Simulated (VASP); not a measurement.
Here is a VASP 6.6.1 calculation.

File INCAR:

```
SYSTEM = Sn
PREC     = Accurate       ! precision mode
ENCUT    = 500            ! plane-wave cutoff, eV
EDIFF    = 1E-6           ! SCF threshold, eV
ISMEAR   = -1             ! smearing method
SIGMA    = 0.05           ! smearing width, eV
LREAL    = .FALSE.        ! projectors in reciprocal space
LASPH    = .TRUE.         ! aspherical terms in the spheres
NELM     = 120            ! most SCF steps
ALGO     = Normal         ! electronic algorithm
ISIF     = 2              ! what is computed and relaxed
LWAVE    = .FALSE.        ! write WAVECAR
LCHARG   = .FALSE.        ! write CHGCAR
GGA      = PS             ! functional
NBANDS   = 13             ! bands
GGA_COMPAT= .FALSE.
```

Contents of KPOINTS:

```
Automatic mesh
0
G
  10 10 10
  0 0 0
```

File POSCAR:

```
Sn
1.0
   -1.7043344039      1.7043344039      1.7043344039
    1.7043344039     -1.7043344039      1.7043344039
    1.7043344039      1.7043344039     -1.7043344039
Sn
1
Direct
    0.0000000000      0.0000000000      0.0000000000
```

Potentials or basis: VASP PAW PBE potentials, release 64 (Sn_d).

Run with:

```console
$ cat potpaw_PBE.64/Sn_d/POTCAR > POTCAR
$ mpirun -np 1 vasp_std > vasp.out
```

Q: What does it give for the pressure?

A: 30.0 GPa.

Q: What does it give for the band gap on the k mesh?

A: Zero (band 7 reaches 23.79 eV, above the bottom of band 8 at 9.02 eV).

Caveat: the PAW data sets were made with another functional, which shifts forces and pressure a little; spin-orbit coupling is left out, which moves the levels of the heavy elements.
